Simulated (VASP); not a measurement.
A run of VASP 6.6.1 is set up as follows.

File INCAR:

```
PREC = Accurate
ENCUT = 520
EDIFF = 1E-7
ISMEAR = 0
SIGMA = 0.15
LREAL = False
LASPH = True
NELM = 80
ALGO = Fast
ISIF = 2
LWAVE = False
LCHARG = True
GGA = PE
LELF = True
LVHAR = True
NBANDS = 16
```

File KPOINTS:

```
regular mesh
0
Gamma
  14 14 14
```

Contents of POSCAR:

```
Al2Cu
1.0
   -1.9491751977      1.9491751977      2.7950000000
    1.9491751977     -1.9491751977      2.7950000000
    1.9491751977      1.9491751977     -2.7950000000
Al Cu
2 1
Direct
    0.7500000000      0.2500000000      0.5000000000
    0.2500000000      0.7500000000      0.5000000000
    0.5000000000      0.5000000000      0.0000000000
```

Potentials or basis: VASP PAW PBE potentials, release 64 (Al, Cu).

Launch:

```bash
$ cat potpaw_PBE.64/Al/POTCAR potpaw_PBE.64/Cu/POTCAR > POTCAR
$ mpirun -np 1 vasp_std > vasp.out
```

What does it give for the band gap on the k mesh?

Zero (an odd number of electrons rules out a gap without spin polarisation).

Predict the pressure.

16.8 GPa.

Stress tensor (GPa, compression positive):
```
17.32  0.00  0.00
 0.00 17.32  0.00
 0.00  0.00 15.64
```

Caveat: the cell stands under pressure.
